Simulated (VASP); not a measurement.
# SnO (Romarchite) (P4/nmm) in VASP: notebook, part 2 of 3

VASP 6.6.1. Earlier steps stand in the parts before.

### 3 Single point, BLYP

INCAR reads:

```
PREC = Accurate
ENCUT = 520
EDIFF = 1E-6
ISMEAR = -1
SIGMA = 0.05
LREAL = F
LASPH = T
NELM = 60
ALGO = Normal
ISIF = 2
LWAVE = F
LCHARG = F
GGA = B5
ALDAX = 1.0
AGGAX = 1.0
AGGAC = 1.0
ALDAC = 0.0
NBANDS = 28
```

KPOINTS reads:

```
Automatic mesh
0
Gamma
  6 6 4
```

POSCAR reads:

```
SnO
1.0
    3.7986000000      0.0000000000      0.0000000000
    0.0000000000      3.7986000000      0.0000000000
    0.0000000000      0.0000000000      4.8408000000
Sn O
2 2
Direct
    0.5000000000      0.0000000000      0.2369000000
    0.0000000000      0.5000000000      0.7631000000
    0.0000000000      0.0000000000      0.0000000000
    0.5000000000      0.5000000000      0.0000000000
```

Potentials or basis: VASP PAW PBE potentials, release 64 (Sn_d, O).

On the command line:

```sh
cat potpaw_PBE.64/Sn_d/POTCAR potpaw_PBE.64/O/POTCAR > POTCAR
mpirun -np 1 vasp_std > vasp.out
```

OUTCAR:

```text
PREC = Accurate
   ENCUT = 520
   EDIFF = 1E-6
   ISMEAR = -1
   LREAL = F
   LASPH = T
   NELM = 60
   ISIF = 2
   GGA = B5

 ion  position               nearest neighbor table
   1  0.500  0.000  0.237-   3 2.22   4 2.22   4 2.22   3 2.22   2 3.53   2 3.53   2 3.53   2 3.53
                             2 3.70   2 3.70   2 3.70   2 3.70
   2  0.000  0.500  0.763-   3 2.22   4 2.22   3 2.22   4 2.22   1 3.53   1 3.53   1 3.53   1 3.53
                             1 3.70   1 3.70   1 3.70   1 3.70
   3  0.000  0.000  0.000-   1 2.22   2 2.22   2 2.22   1 2.22
   4  0.500  0.500  0.000-   1 2.22   2 2.22   1 2.22   2 2.22

  LATTYP: Found a simple tetragonal cell.
 ALAT       =     3.7986000000
 C/A-ratio  =     1.2743642395

  Lattice vectors:

 A1 = (   3.7986000000,   0.0000000000,   0.0000000000)
 A2 = (   0.0000000000,   3.7986000000,   0.0000000000)
 A3 = (   0.0000000000,   0.0000000000,   4.8408000000)

Analysis of symmetry for initial positions (statically):
=====================================================================
 Subroutine PRICEL returns:
 Original cell was already a primitive cell.

 Routine SETGRP: Setting up the symmetry group for a
 simple tetragonal supercell.

 Subroutine GETGRP returns: Found 16 space group operations
 (whereof  8 operations were pure point group operations)
 out of a pool of 16 trial point group operations.

The static configuration has the point symmetry D_2d.
 The point group associated with its full space group is D_4h.

Analysis of symmetry for dynamics (positions and initial velocities):
=====================================================================
 Subroutine PRICEL returns:
 Original cell was already a primitive cell.

 Routine SETGRP: Setting up the symmetry group for a
 simple tetragonal supercell.

 Subroutine GETGRP returns: Found 16 space group operations
 (whereof  8 operations were pure point group operations)
 out of a pool of 16 trial point group operations.

The dynamic configuration has the point symmetry D_2d.
 The point group associated with its full space group is D_4h.

 Subroutine INISYM returns: Found 16 space group operations
 (whereof  8 operations are pure point group operations),
 and found     1 'primitive' translations

----------------------------------------------------------------------------------------

                                     Primitive cell

  volume of cell :      69.8497

  direct lattice vectors                    reciprocal lattice vectors
     3.798600000  0.000000000  0.000000000     0.263254883  0.000000000  0.000000000
     0.000000000  3.798600000  0.000000000     0.000000000  0.263254883  0.000000000
     0.000000000  0.000000000  4.840800000     0.000000000  0.000000000  0.206577425

  length of vectors
     3.798600000  3.798600000  4.840800000     0.263254883  0.263254883  0.206577425

  position of ions in fractional coordinates (direct lattice)
     0.500000000  0.000000000  0.236900000
     0.000000000  0.500000000  0.763100000
     0.000000000  0.000000000  0.000000000
     0.500000000  0.500000000  0.000000000

  ion indices of the primitive-cell ions
   primitive index   ion index
                 1           1
                 2           2
                 3           3
                 4           4

----------------------------------------------------------------------------------------

 KPOINTS: Automatic mesh

Automatic generation of k-mesh.
 Grid dimensions read from file:
 generate k-points for:    6    6    4

 Generating k-lattice:

  Cartesian coordinates                     Fractional coordinates (reciprocal lattice)
     0.043875814  0.000000000  0.000000000     0.166666667  0.000000000  0.000000000
     0.000000000  0.043875814  0.000000000     0.000000000  0.166666667  0.000000000
     0.000000000  0.000000000  0.051644356     0.000000000  0.000000000  0.250000000

  Length of vectors
     0.043875814  0.043875814  0.051644356

  Shift w.r.t. Gamma in fractional coordinates (k-lattice)
     0.000000000  0.000000000  0.000000000

 Subroutine IBZKPT returns following result:
 ===========================================

 Found     30 irreducible k-points:

 Following reciprocal coordinates:
            Coordinates               Weight
  0.000000  0.000000  0.000000      1.000000
  0.166667  0.000000  0.000000      4.000000
  0.333333  0.000000  0.000000      4.000000
  0.500000  0.000000  0.000000      2.000000
  0.166667  0.166667  0.000000      4.000000
  0.333333  0.166667  0.000000      8.000000
[... 16 lines left out ...]
  0.333333  0.000000  0.500000      4.000000
  0.500000  0.000000  0.500000      2.000000
 [... further k-points ...]
   k-points           NKPTS =     30   k-points in BZ     NKDIM =     30   number of bands    NBANDS=     28
   number of dos      NEDOS =    301   number of ions     NIONS =      4
   total plane-waves  NPLWV =  28224
   dimension x,y,z NGX =    28 NGY =   28 NGZ =   36
   dimension x,y,z NGXF=    56 NGYF=   56 NGZF=   72
   ions per type =               2   2
   NGX,Y,Z   is equivalent  to a cutoff of  12.25, 12.25, 12.36 a.u.
   NGXF,Y,Z  is equivalent  to a cutoff of  24.51, 24.51, 24.73 a.u.
 SYSTEM =  unknown system
   PREC   = accura    normal or accurate (medium, high low for compatibility)
   ISTART =      0    job   : 0-new  1-cont  2-samecut
   ICHARG =      2    charge: 1-file 2-atom 10-const
   ISPIN  =      1    spin polarized calculation?
   LNONCOLLINEAR =      F non collinear calculations
   LSORBIT =      F    spin-orbit coupling
   LASPH  =      T    aspherical Exc in radial PAW
   ENCUT  =  520.0 eV  38.22 Ry    6.18 a.u.   7.06  7.06  9.00*2*pi/ulx,y,z
   NELM   =     60;   NELMIN=  2; NELMDL= -5     # of ELM steps
   EDIFF  = 0.1E-05   stopping-criterion for ELM
   LREAL  =      F    real-space projection
   EDIFFG = 0.1E-04   stopping-criterion for IOM
   NSW    =      0    number of steps for IOM
   IBRION =     -1    ionic relax: 0-MD 1-quasi-New 2-CG
   NFREE  =      0    steps in history (QN), initial steepest desc. (CG)
   ISIF   =      2    stress and relaxation
   ISYM   =      2    0-nonsym 1-usesym 2-fastsym
   POTIM  = 0.5000    time-step for ionic-motion
   TEBEG  =    0.0;   TEEND  =   0.0 temperature during run
   PSTRESS=    0.0 pullay stress
   NELECT =      40.0000    total number of electrons
   NUPDOWN=      -1.0000    fix difference up-down
   EMIN   =  10.00;   EMAX   =-10.00  energy-range for DOS
   EFERMI =   0.00;   METHOD = LEGACY
   ISMEAR =    -1;   SIGMA  =   0.05  broadening in eV -4-tet -1-fermi 0-gaus
   EFERMI_NEDOS =   21; number of points for ismear=-14 and -15
   IALGO  =     38    algorithm
   IMIX   =      4    mixing-type and parameters
     AMIX     =   0.40;   BMIX     =  1.00
     AMIX_MAG =   1.60;   BMIX_MAG =  1.00
  volume/ion in A,a.u.               =      17.46       117.84
  Fermi-wavevector in a.u.,A,eV,Ry     =   1.359482  2.569048 25.146163  1.848191
  Thomas-Fermi vector in A             =   2.486226
   LORBIT       =      0    0 simple, 1 ext, 2 COOP (PROOUT), +10 PAW based schemes
   GGA     = B5    functional components
   LHFCALC =     F    Hartree Fock is set to
   AEXX    =    0.0000 exact exchange contribution
   IVDW    =     0    specifies the selected vdW correction
   LEPSILON=     F    determine dielectric tensor
   LRPA    =     F    only Hartree local field effects (RPA)
 non-spin polarized calculation
  energy-cutoff  :      520.00
  volume of cell :       69.85
 maximum number of plane-waves:      1902
   NGX = 15   NGY = 15   NGZ = 19

 number of electron      39.9999994 magnetization

 Free energy of the ion-electron system (eV)
  ---------------------------------------------------
  ext. energy  EPLUGINS =         0.00000000
  ---------------------------------------------------
  free energy    TOTEN  =       -20.87367062 eV

  energy without entropy =      -20.87301381  energy(sigma->0) =      -20.87334222

 E-fermi :   7.7106     XC(G=0):  -9.7103

 val. band max:        7.5811110618   @ k =   0.0000   0.0000   0.0000
 cond. band min:       7.8509806016   @ k =   0.5000   0.5000   0.0000
 fundamental gap:      0.2698695399
 Fermi energy:         7.7106435519

 k-point     1 :       0.0000    0.0000    0.0000
  band No.  band energies     occupation
      1     -14.3986      2.00000
      2     -13.9460      2.00000
      3     -13.9460      2.00000
      4     -13.9446      2.00000
      5     -13.8958      2.00000
      6     -13.8890      2.00000
[... 20 lines left out ...]
     27      14.5870      0.00000
[... 691 lines left out ...]
      6     -13.9001      2.00000
[... 20 lines left out ...]
     27      16.9258      0.00000
     28      16.9258      0.00000

 [... further k-points ...]
[... 5 lines left out ...]
  --------------------------------------------------------------------------------------
  -------------------------------------------------------------------------------------
  Total        4.5550139      4.5550139      3.7330461      0.0000000      0.0000000      0.0000000
  in kB      104.4806865    104.4806865     85.6267907      0.0000000      0.0000000      0.0000000
  external PRESSURE =      98.1960546 kB  Pullay stress =       0.0000000 kB

 VOLUME and BASIS-vectors are now :
 -----------------------------------------------------------------------------
  energy-cutoff  :      520.00
  volume of cell :       69.85
      direct lattice vectors                 reciprocal lattice vectors
     3.798600000  0.000000000  0.000000000     0.263254883  0.000000000  0.000000000
     0.000000000  3.798600000  0.000000000     0.000000000  0.263254883  0.000000000
     0.000000000  0.000000000  4.840800000     0.000000000  0.000000000  0.206577425

 POSITION                                       TOTAL-FORCE (eV/Angst)
 -----------------------------------------------------------------------------------
      1.89930      0.00000      1.14679        -0.000000      0.000000      0.779810
      0.00000      1.89930      3.69401         0.000000      0.000000     -0.779810
      0.00000      0.00000      0.00000         0.000000     -0.000000      0.000000
      1.89930      1.89930      0.00000         0.000000      0.000000      0.000000
 -----------------------------------------------------------------------------------
    total drift:                                0.000000      0.000000      0.000000

  FREE ENERGIE OF THE ION-ELECTRON SYSTEM (eV)
  ---------------------------------------------------
  free  energy   TOTEN  =       -20.8736706209 eV

  energy  without entropy=      -20.8730138111  energy(sigma->0) =      -20.87334222
```

OSZICAR:

```text
N       E                     dE             d eps       ncg     rms          rms(c)
DAV:   1     0.429259210274E+03    0.42926E+03   -0.19969E+04  1740   0.219E+03
DAV:   2     0.396250664275E+02   -0.38963E+03   -0.37376E+03  1764   0.546E+02
DAV:   3    -0.223005853224E+02   -0.61926E+02   -0.60867E+02  1916   0.183E+02
DAV:   4    -0.252859962255E+02   -0.29854E+01   -0.29707E+01  1932   0.433E+01
DAV:   5    -0.253584936419E+02   -0.72497E-01   -0.72492E-01  1840   0.722E+00    0.129E+01
DAV:   6    -0.208995293368E+02    0.44590E+01   -0.20173E+01  2692   0.482E+01    0.511E+00
DAV:   7    -0.208983879198E+02    0.11414E-02   -0.23826E+00  2004   0.926E+00    0.251E+00
DAV:   8    -0.208809704149E+02    0.17418E-01   -0.30399E-01  2184   0.367E+00    0.840E-01
DAV:   9    -0.208729755287E+02    0.79949E-02   -0.49013E-02  2604   0.232E+00    0.248E-01
DAV:  10    -0.208741072941E+02   -0.11318E-02   -0.81864E-03  2420   0.882E-01    0.158E-01
DAV:  11    -0.208736388888E+02    0.46841E-03   -0.19938E-03  2504   0.436E-01    0.227E-02
DAV:  12    -0.208736728738E+02   -0.33985E-04   -0.34833E-04  1752   0.104E-01    0.246E-02
DAV:  13    -0.208736706238E+02    0.22500E-05   -0.24386E-05  2308   0.474E-02    0.334E-03
DAV:  14    -0.208736706209E+02    0.28422E-08   -0.19787E-06  1388   0.126E-02
   1 F= -.20873671E+02 E0= -.20873342E+02  d E =-.656810E-03
```

stdout:

```text
POSCAR found type information on POSCAR SnO
 POSCAR found :  2 types and       4 ions
 scaLAPACK will be used
 -----------------------------------------------------------------------------
|                                                                             |
|                                                                             |
|     You enforced a specific xc type in the INCAR file but a different       |
|     I HOPE YOU KNOW WHAT YOU ARE DOING!                                     |
|                                                                             |
 -----------------------------------------------------------------------------

 LDA part: xc-table for (Slater(with rela. corr.)+VWN5), standard interpolation
 POSCAR, INCAR and KPOINTS ok, starting setup
 FFT: planning ... GRIDC
 FFT: planning ... GRID_SOFT
 FFT: planning ... GRID
 WAVECAR not read
 entering main loop
```

Wall time 2 min (1 thread of Intel Xeon 8259CL, shared host); peak memory 0.2 GiB.

What came out:

```
Free energy            : -20.8737 eV
Pressure               : 9.8 GPa
Largest force          : 0.780 eV/Å
Band gap on the k mesh : 0.27 eV, indirect (least direct gap 2.21 eV)
```

Forces in eV/Å, atoms in the order of the input:
```
Sn   0.000  0.000  0.780
Sn   0.000  0.000 -0.780
O    0.000  0.000  0.000
O    0.000  0.000  0.000
```

Caveat: the PAW data sets were made with another functional, which shifts forces and pressure a little; spin-orbit coupling is left out, which moves the levels of the heavy elements.

[end of part 2 of 3]
